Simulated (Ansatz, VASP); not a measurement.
## One calculation of Ru, two programs

File INCAR:

```
SYSTEM = Ru
ALGO = Normal
EDIFF = 1E-7
ENCUT = 520
GGA = PE
ISIF = 2
ISMEAR = 0
LASPH = .TRUE.
LCHARG = .FALSE.
LREAL = .FALSE.
LWAVE = .FALSE.
NBANDS = 13
NELM = 60
PREC = Accurate
SIGMA = 0.15
```

File KPOINTS:

```
k-points
0
G
  20 20 20
  0 0 0
```

POSCAR

```
Ru
1.0
   -0.1000169121      1.7598213813      1.7598213813
    1.7598213813     -0.1000169121      1.7598213813
    1.7598213813      1.7598213813     -0.1000169121
Ru
1
Direct
    0.0000000000      0.0000000000      0.0000000000
```

Input for Ansatz:

```yaml
crystal:
  lattice:
    - [-0.1000169121, 1.7598213813, 1.7598213813]
    - [1.7598213813, -0.1000169121, 1.7598213813]
    - [1.7598213813, 1.7598213813, -0.1000169121]
  atoms:
    - { symbol: Ru, position: [0.0, 0.0, 0.0] }
basis:
  ecutwfc: 420
kpoints:
  mp_grid: { grid: [20, 20, 20] }
hamiltonian:
  xc: pbe
scf:
  occupations: { method: gaussian, width: 0.15 }
output:
  forces: true
  stress: true
  eigenvalues: true
```

Change from the starting cell: equal engineering shear yz, xz and xy -0.0525, equal normal strain along x, y and z -0.0500.

Alike in both runs: task single point; functional PBE; k mesh 20 × 20 × 20; occupations gaussian, width 0.15 eV; no spin polarisation.

|  | VASP | Ansatz |
| --- | --- | --- |
| version | VASP 6.6.1 | Ansatz 0.2.0 |
| potentials or method | VASP PAW PBE potentials, release 64 (Ru_pv), cutoff 520 eV | scalar-relativistic, plane waves, PAW |
| valence electrons in the cell | 14 | 16 |

```tsv
	VASP	Ansatz	Ansatz less VASP
gap on the k mesh at the Fermi level (eV)	none	none	-
pressure (GPa)	73.9	73.6	-0.35
traceless stress, the component that is largest in VASP (GPa)	22.03	21.98	-0.056
```

A gap of «none» marks a metal or a gap that the smearing closes. Both programs put the cell under a high pressure, so it lies far from rest at this level. The functional is the same, so the differences come from potentials, cutoffs and numerics. VASP's potentials hold 14 valence electrons a cell and Ansatz's 16, so a difference there can come from the potentials and not from the codes.

Noted on VASP's run: the cell as given lies far from equilibrium.
